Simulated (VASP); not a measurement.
# MgO (P-6m2) in VASP: further runs

Aim: see how the results for MgO move with the level of theory and the settings. Levels: PBE+U, PBEsol+U, LDA+U, PBE+D3(BJ)+U. Tasks: single point.

Program: VASP 6.6.1. These are calculated values, not measurements. Logs are shortened: lines on timing, memory, paths and dates and some standing lists are left out, and cuts for length are marked.

## Step 1: The cell of the first run

It takes space group P-6m2 (No. 187, hexagonal). The conventional cell has a = 2.938 Å, b = 2.938 Å, c = 2.680 Å, α = 90.00°, β = 90.00°, γ = 120.00°. Within 3.0 Å of Mg (site symmetry -6m2) lie 6 O at 2.16 Å and 8 Mg at 2.68 to 2.94 Å. O (site symmetry -6m2) has 6 Mg at 2.16 Å and 8 O at 2.68 to 2.94 Å within 3.0 Å.

## Step 2: Single point, PBE+U

INCAR

```
SYSTEM = MgO
ALGO = Normal
EDIFF = 1E-6
ENCUT = 600
GGA = PE
GGA_COMPAT = .FALSE.
ISIF = 2
ISMEAR = 0
LASPH = .TRUE.
LCHARG = .FALSE.
LDAU = .TRUE.
LDAUJ = 0 0
LDAUL = -1 1
LDAUPRINT = 1
LDAUTYPE = 2
LDAUU = 0 6.8
LREAL = .FALSE.
LWAVE = .FALSE.
NBANDS = 11
NELM = 200
PREC = Accurate
SIGMA = 0.01
```

KPOINTS

```
k-points
0
G
  6 6 6
  0 0 0
```

POSCAR

```
MgO
1.0
    2.9380209034      0.0000000000      0.0000000000
   -1.4690104517      2.5444007392      0.0000000000
    0.0000000000      0.0000000000      2.6796800000
Mg O
1 1
Direct
    0.0000000000      0.0000000000      0.0000000000
    0.3333333333      0.6666666667      0.5000000000
```

Potentials or basis: VASP PAW PBE potentials, release 64 (Mg, O).

The run is started by

```sh
cat potpaw_PBE.64/Mg/POTCAR potpaw_PBE.64/O/POTCAR > POTCAR
mpirun -np 1 vasp_std > vasp.out
```

OUTCAR:

```text
SYSTEM = MgO
   EDIFF = 1E-6
   ENCUT = 600
   GGA = PE
   ISIF = 2
   ISMEAR = 0
   LASPH = .TRUE.
   LREAL = .FALSE.
   NELM = 200
   PREC = Accurate

 ion  position               nearest neighbor table
   1  0.000  0.000  0.000-   2 2.16   2 2.16   2 2.16   2 2.16   2 2.16   2 2.16
   2  0.333  0.667  0.500-   1 2.16   1 2.16   1 2.16   1 2.16   1 2.16   1 2.16

  LATTYP: Found a hexagonal cell.
 ALAT       =     2.9380209034
 C/A-ratio  =     0.9120697531

  Lattice vectors:

 A1 = (   2.9380209034,   0.0000000000,   0.0000000000)
 A2 = (  -1.4690104517,   2.5444007392,   0.0000000000)
 A3 = (   0.0000000000,   0.0000000000,   2.6796800000)

Analysis of symmetry for initial positions (statically):
=====================================================================
 Subroutine PRICEL returns:
 Original cell was already a primitive cell.

 Routine SETGRP: Setting up the symmetry group for a
 hexagonal supercell.

 Subroutine GETGRP returns: Found 12 space group operations
 (whereof 12 operations were pure point group operations)
 out of a pool of 24 trial point group operations.

The static configuration has the point symmetry D_3h.

Analysis of symmetry for dynamics (positions and initial velocities):
=====================================================================
 Subroutine PRICEL returns:
 Original cell was already a primitive cell.

 Routine SETGRP: Setting up the symmetry group for a
 hexagonal supercell.

 Subroutine GETGRP returns: Found 12 space group operations
 (whereof 12 operations were pure point group operations)
 out of a pool of 24 trial point group operations.

The dynamic configuration has the point symmetry D_3h.

 Subroutine INISYM returns: Found 12 space group operations
 (whereof 12 operations are pure point group operations),
 and found     1 'primitive' translations

----------------------------------------------------------------------------------------

                                     Primitive cell

  volume of cell :      20.0320

  direct lattice vectors                    reciprocal lattice vectors
     2.938020903  0.000000000  0.000000000     0.340365175  0.196509926  0.000000000
    -1.469010452  2.544400739  0.000000000     0.000000000  0.393019851  0.000000000
     0.000000000  0.000000000  2.679680000     0.000000000  0.000000000  0.373178887

  length of vectors
     2.938020903  2.938020903  2.679680000     0.393019851  0.393019851  0.373178887

  position of ions in fractional coordinates (direct lattice)
     0.000000000  0.000000000  0.000000000
     0.333333333  0.666666667  0.500000000

  ion indices of the primitive-cell ions
   primitive index   ion index
                 1           1
                 2           2

----------------------------------------------------------------------------------------

 KPOINTS: k-points

Automatic generation of k-mesh.
 Grid dimensions read from file:
 generate k-points for:    6    6    6

 Generating k-lattice:

  Cartesian coordinates                     Fractional coordinates (reciprocal lattice)
     0.056727529  0.032751654  0.000000000     0.166666667 -0.000000000  0.000000000
     0.000000000  0.065503309  0.000000000     0.000000000  0.166666667  0.000000000
     0.000000000  0.000000000  0.062196481     0.000000000  0.000000000  0.166666667

  Length of vectors
     0.065503309  0.065503309  0.062196481

  Shift w.r.t. Gamma in fractional coordinates (k-lattice)
     0.000000000  0.000000000  0.000000000

 Subroutine IBZKPT returns following result:
 ===========================================

 Found     28 irreducible k-points:

 Following reciprocal coordinates:
            Coordinates               Weight
  0.000000  0.000000  0.000000      1.000000
  0.166667  0.000000  0.000000      6.000000
  0.333333  0.000000  0.000000      6.000000
  0.500000 -0.000000  0.000000      3.000000
  0.166667  0.166667  0.000000      6.000000
  0.333333  0.166667  0.000000     12.000000
[... 16 lines left out ...]
  0.166667  0.000000  0.500000      6.000000
  0.333333  0.000000  0.500000      6.000000
 [... further k-points ...]
   k-points           NKPTS =     28   k-points in BZ     NKDIM =     28   number of bands    NBANDS=     11
   number of dos      NEDOS =    301   number of ions     NIONS =      2
   total plane-waves  NPLWV =  13824
   dimension x,y,z NGX =    24 NGY =   24 NGZ =   24
   dimension x,y,z NGXF=    48 NGYF=   48 NGZF=   48
   ions per type =               1   1
   NGX,Y,Z   is equivalent  to a cutoff of  13.58, 13.58, 14.89 a.u.
   NGXF,Y,Z  is equivalent  to a cutoff of  27.16, 27.16, 29.78 a.u.
 SYSTEM =  MgO
   PREC   = accura    normal or accurate (medium, high low for compatibility)
   ISTART =      0    job   : 0-new  1-cont  2-samecut
   ICHARG =      2    charge: 1-file 2-atom 10-const
   ISPIN  =      1    spin polarized calculation?
   LNONCOLLINEAR =      F non collinear calculations
   LSORBIT =      F    spin-orbit coupling
   LASPH  =      T    aspherical Exc in radial PAW
   ENCUT  =  600.0 eV  44.10 Ry    6.64 a.u.   5.87  5.87  5.35*2*pi/ulx,y,z
   NELM   =    200;   NELMIN=  2; NELMDL= -5     # of ELM steps
   EDIFF  = 0.1E-05   stopping-criterion for ELM
   LREAL  =      F    real-space projection
   EDIFFG = 0.1E-04   stopping-criterion for IOM
   NSW    =      0    number of steps for IOM
   IBRION =     -1    ionic relax: 0-MD 1-quasi-New 2-CG
   NFREE  =      0    steps in history (QN), initial steepest desc. (CG)
   ISIF   =      2    stress and relaxation
   ISYM   =      2    0-nonsym 1-usesym 2-fastsym
   POTIM  = 0.5000    time-step for ionic-motion
   TEBEG  =    0.0;   TEEND  =   0.0 temperature during run
   PSTRESS=    0.0 pullay stress
   NELECT =       8.0000    total number of electrons
   NUPDOWN=      -1.0000    fix difference up-down
   EMIN   =  10.00;   EMAX   =-10.00  energy-range for DOS
   EFERMI =   0.00;   METHOD = LEGACY
   ISMEAR =     0;   SIGMA  =   0.01  broadening in eV -4-tet -1-fermi 0-gaus
   EFERMI_NEDOS =   21; number of points for ismear=-14 and -15
   IALGO  =     38    algorithm
   IMIX   =      4    mixing-type and parameters
     AMIX     =   0.40;   BMIX     =  1.00
     AMIX_MAG =   1.60;   BMIX_MAG =  1.00
  volume/ion in A,a.u.               =      10.02        67.59
  Fermi-wavevector in a.u.,A,eV,Ry     =   1.205583  2.278221 19.775115  1.453430
  Thomas-Fermi vector in A             =   2.341275
   LORBIT       =      0    0 simple, 1 ext, 2 COOP (PROOUT), +10 PAW based schemes
 LDA+U is selected, type is set to LDAUTYPE =  2
   angular momentum for each species LDAUL =    -1    1
   U (eV)           for each species LDAUU =   0.0  6.8
   J (eV)           for each species LDAUJ =   0.0  0.0
   GGA     = PE    functional components
   LHFCALC =     F    Hartree Fock is set to
   AEXX    =    0.0000 exact exchange contribution
   IVDW    =     0    specifies the selected vdW correction
   LEPSILON=     F    determine dielectric tensor
   LRPA    =     F    only Hartree local field effects (RPA)
 non-spin polarized calculation
 Gauss-broadening in eV      SIGMA  =   0.01
  energy-cutoff  :      600.00
  volume of cell :       20.03
 maximum number of plane-waves:       684
 NGX is ok and might be reduce to    24
   NGX = 11   NGY = 11   NGZ = 11

 number of electron       7.9999996 magnetization

 Free energy of the ion-electron system (eV)
  ---------------------------------------------------
  ext. energy  EPLUGINS =         0.00000000
  ---------------------------------------------------
  free energy    TOTEN  =        -6.32157011 eV

  energy without entropy =       -6.32157011  energy(sigma->0) =       -6.32157011

 E-fermi :   3.0987     XC(G=0): -10.6976

 val. band max:        3.0452708109   @ k =   0.3333   0.3333   0.0000
 cond. band min:       6.3801079943   @ k =   0.0000   0.0000   0.0000
 fundamental gap:      3.3348371834
 Fermi energy:         3.0986745623

 k-point     1 :       0.0000    0.0000    0.0000
  band No.  band energies     occupation
      1     -13.8922      2.00000
      2       2.4806      2.00000
      3       2.4806      2.00000
      4       2.6558      2.00000
      5       6.3801      0.00000
      6      15.1976      0.00000
      7      18.8747      0.00000
      8      18.8747      0.00000
      9      23.1504      0.00000
     10      24.1224      0.00000
     11      25.7533      0.00000

 k-point     2 :       0.1667    0.0000    0.0000
  band No.  band energies     occupation
      1     -13.6549      2.00000
      2       1.0599      2.00000
      3       2.2934      2.00000
      4       2.7377      2.00000
      5       7.7171      0.00000
      6      14.9739      0.00000
      7      17.2716      0.00000
      8      19.5162      0.00000
      9      23.6788      0.00000
     10      24.3669      0.00000
     11      26.2728      0.00000

 k-point     3 :       0.3333    0.0000    0.0000
  band No.  band energies     occupation
      1     -13.1287      2.00000
      2      -0.8788      2.00000
      3       1.9465      2.00000
      4       2.9087      2.00000
      5       9.4101      0.00000
      6      13.7469      0.00000
      7      16.9978      0.00000
      8      20.6135      0.00000
      9      22.6981      0.00000
     10      24.2928      0.00000
     11      28.4298      0.00000

 k-point     4 :       0.5000   -0.0000    0.0000
  band No.  band energies     occupation
      1     -12.8320      2.00000
      2      -1.7022      2.00000
      3       1.7848      2.00000
      4       2.9983      2.00000
      5       9.9118      0.00000
      6      13.7279      0.00000
      7      16.4320      0.00000
      8      21.0328      0.00000
      9      22.1786      0.00000
     10      25.3191      0.00000
     11      28.2215      0.00000

 k-point     5 :       0.1667    0.1667    0.0000
  band No.  band energies     occupation
      1     -13.2695      2.00000
      2      -0.2464      2.00000
      3       1.7075      2.00000
      4       2.8651      2.00000
      5       9.2600      0.00000
      6      14.0480      0.00000
      7      17.1167      0.00000
      8      20.0092      0.00000
      9      23.0500      0.00000
     10      25.1267      0.00000
     11      26.1889      0.00000
[... 211 lines left out ...]
 k-point    21 :       0.3333    0.3333    0.3333
  band No.  band energies     occupation
      1     -12.1623      2.00000
      2       0.3103      2.00000
      3       0.3230      2.00000
      4       0.3617      2.00000
      5      10.2908      0.00000
      6      14.2782      0.00000
      7      17.1401      0.00000
      8      18.4093      0.00000
      9      18.5299      0.00000
     10      24.5942      0.00000
     11      29.4702      0.00000

 k-point    22 :       0.0000    0.0000    0.5000
  band No.  band energies     occupation
      1     -12.7959      2.00000
      2      -2.1817      2.00000
      3       2.9758      2.00000
      4       2.9758      2.00000
      5      11.6550      0.00000
      6      12.1661      0.00000
      7      20.8700      0.00000
      8      20.8700      0.00000
      9      21.8340      0.00000
     10      21.8340      0.00000
     11      25.0960      0.00000

 k-point    23 :       0.1667    0.0000    0.5000
  band No.  band energies     occupation
      1     -12.6277      2.00000
      2      -1.8364      2.00000
      3       2.0361      2.00000
      4       2.7857      2.00000
      5      11.4099      0.00000
      6      12.7982      0.00000
      7      19.4934      0.00000
      8      19.6130      0.00000
      9      19.9492      0.00000
     10      22.7557      0.00000
     11      24.8463      0.00000

 k-point    24 :       0.3333    0.0000    0.5000
  band No.  band energies     occupation
      1     -12.2612      2.00000
      2      -1.0487      2.00000
      3       0.4848      2.00000
      4       2.4297      2.00000
      5       9.9000      0.00000
      6      14.4811      0.00000
      7      17.8703      0.00000
      8      17.8811      0.00000
      9      18.8892      0.00000
     10      24.5390      0.00000
     11      24.8844      0.00000

 [... further k-points ...]

------------------------ aborting loop because EDIFF is reached ----------------------------------------

  FORCE on cell =-STRESS in cart. coord.  units (eV):
  Direction    XX          YY          ZZ          XY          YZ          ZX
  --------------------------------------------------------------------------------------
  -------------------------------------------------------------------------------------
  Total       -0.4707577     -0.4707577     -0.6005794      0.0000000     -0.0000000      0.0000000
  in kB      -37.6517104    -37.6517104    -48.0349874      0.0000000     -0.0000000      0.0000000
  external PRESSURE =     -41.1128027 kB  Pullay stress =       0.0000000 kB

 VOLUME and BASIS-vectors are now :
 -----------------------------------------------------------------------------
  energy-cutoff  :      600.00
  volume of cell :       20.03
      direct lattice vectors                 reciprocal lattice vectors
     2.938020903  0.000000000  0.000000000     0.340365175  0.196509926  0.000000000
    -1.469010452  2.544400739  0.000000000     0.000000000  0.393019851  0.000000000
     0.000000000  0.000000000  2.679680000     0.000000000  0.000000000  0.373178887

 POSITION                                       TOTAL-FORCE (eV/Angst)
 -----------------------------------------------------------------------------------
      0.00000      0.00000      0.00000        -0.000000      0.000000      0.000000
     -0.00000      1.69627      1.33984         0.000000     -0.000000      0.000000
 -----------------------------------------------------------------------------------
    total drift:                                0.000000     -0.000000     -0.000000

  FREE ENERGIE OF THE ION-ELECTRON SYSTEM (eV)
  ---------------------------------------------------
  free  energy   TOTEN  =        -6.3215701130 eV

  energy  without entropy=       -6.3215701130  energy(sigma->0) =       -6.32157011
```

Wall time 5.2 s (1 thread of Intel Xeon Platinum 8488C (Sapphire Rapids), shared host); peak memory 0.14 GiB.

Results:

```yaml
Free_energy: -6.3216 eV
Pressure: -4.1 GPa
Band_gap_on_the_k_mesh: 3.33 eV (least direct gap 3.72 eV)
```

Caveat: the cell stands under tension. A k mesh can miss the band edges.

## Step 3: Single point, PBEsol+U

INCAR, as its differences from that of step 2:

```diff
@@ -4,3 +4,3 @@
 ENCUT = 600
-GGA = PE
+GGA = PS
 GGA_COMPAT = .FALSE.
@@ -15,3 +15,3 @@
 LDAUTYPE = 2
-LDAUU = 0 6.8
+LDAUU = 0 3.9
 LREAL = .FALSE.
@@ -21,2 +21,2 @@
 PREC = Accurate
-SIGMA = 0.01
+SIGMA = 0.1
```

KPOINTS is that of step 2.

POSCAR is that of step 2.

Potentials or basis: VASP PAW PBE potentials, release 64 (Mg, O).

The run is started by

```sh
cat potpaw_PBE.64/Mg/POTCAR potpaw_PBE.64/O/POTCAR > POTCAR
mpirun -np 1 vasp_std > vasp.out
```

Wall time 5.4 s (1 thread of Intel Xeon Platinum 8488C (Sapphire Rapids), shared host); peak memory 0.14 GiB.

It converged, with:

| Item | Value |
| --- | --- |
| Free energy | -8.9903 eV |
| Pressure | -6.2 GPa |
| Band gap on the k mesh | 3.10 eV (least direct gap 3.50 eV) |

Stress tensor (GPa, compression positive):
```
-5.96  0.00  0.00
 0.00 -5.96  0.00
 0.00  0.00 -6.76
```

Levels at points of the mesh, in eV from the valence-band top:
```csv
k point,band 2,band 3,band 4,band 5,band 6,band 7
"(0.00, 0.00, 0.00)",-0.59,-0.59,-0.40,3.10,11.84,15.59
"(0.50, 0.00, 0.00)",-4.87,-1.30,-0.05,6.61,10.55,13.10
"(0.00, 0.00, 0.50)",-5.34,-0.08,-0.08,8.33,8.99,17.57
"(0.50, 0.00, 0.50)",-3.71,-3.34,-0.81,5.82,11.42,13.99
```

Caveat: the cell stands under tension; the PAW data sets were made with another functional, which shifts forces and pressure a little.

## Step 4: Single point, LDA+U

INCAR

```
SYSTEM = MgO
PREC     = Accurate       ! precision mode
ENCUT    = 600            ! plane-wave cutoff, eV
EDIFF    = 1E-6           ! SCF threshold, eV
ISMEAR   = 0              ! smearing method
SIGMA    = 0.1            ! smearing width, eV
LREAL    = .False.        ! projectors in reciprocal space
LASPH    = .True.         ! aspherical terms in the spheres
NELM     = 200            ! most SCF steps
ALGO     = Normal         ! electronic algorithm
ISIF     = 2              ! what is computed and relaxed
LWAVE    = .False.        ! write WAVECAR
LCHARG   = .False.        ! write CHGCAR
LDAU     = .True.         ! DFT+U
LDAUTYPE = 2            
LDAUL    = -1 1           ! shell
LDAUU    = 0 3.4          ! U, eV
LDAUJ    = 0 0          
LDAUPRINT= 1            
NBANDS   = 11             ! bands
GGA_COMPAT= .False.
```

KPOINTS

```
Automatic mesh
0
Gamma
  6 6 6
  0 0 0
```

POSCAR is that of step 3.

Potentials or basis: VASP PAW LDA potentials, release 64 (Mg, O).

The run is started by

```sh
cat potpaw_LDA.64/Mg/POTCAR potpaw_LDA.64/O/POTCAR > POTCAR
mpirun -np 1 vasp_std > vasp.out
```

Run time: 4.3 s. Hardware: 1 thread of Intel Xeon Platinum 8488C (Sapphire Rapids), shared host; peak memory 0.13 GiB.

The run converged. Its results:

* Free energy: -10.2108 eV
* Pressure: -12.7 GPa
* Band gap on the k mesh: 3.10 eV (least direct gap 3.50 eV)

Stress tensor (GPa, compression positive):
```
-11.99   0.00   0.00
  0.00 -11.99   0.00
  0.00   0.00 -14.03
```

Levels at points of the mesh, in eV from the valence-band top:
```
           k point  band 1  band 2  band 3  band 4  band 5  band 6  band 7  band 8  band 9
(0.00, 0.00, 0.00)  -16.94   -0.59   -0.59   -0.40    3.10   11.75   15.41   15.41   19.76
(0.50, 0.00, 0.00)  -15.84   -4.89   -1.30   -0.05    6.56   10.42   13.01   17.57   18.72
(0.00, 0.00, 0.50)  -15.80   -5.37   -0.08   -0.08    8.30    8.91   17.42   17.42   18.38
(0.50, 0.00, 0.50)  -15.04   -3.72   -3.35   -0.81    5.73   11.33   13.78   14.70   15.04
```

Caveat: the cell stands under tension. A k mesh can miss the band edges.

(Continued in part 2 of 2.)
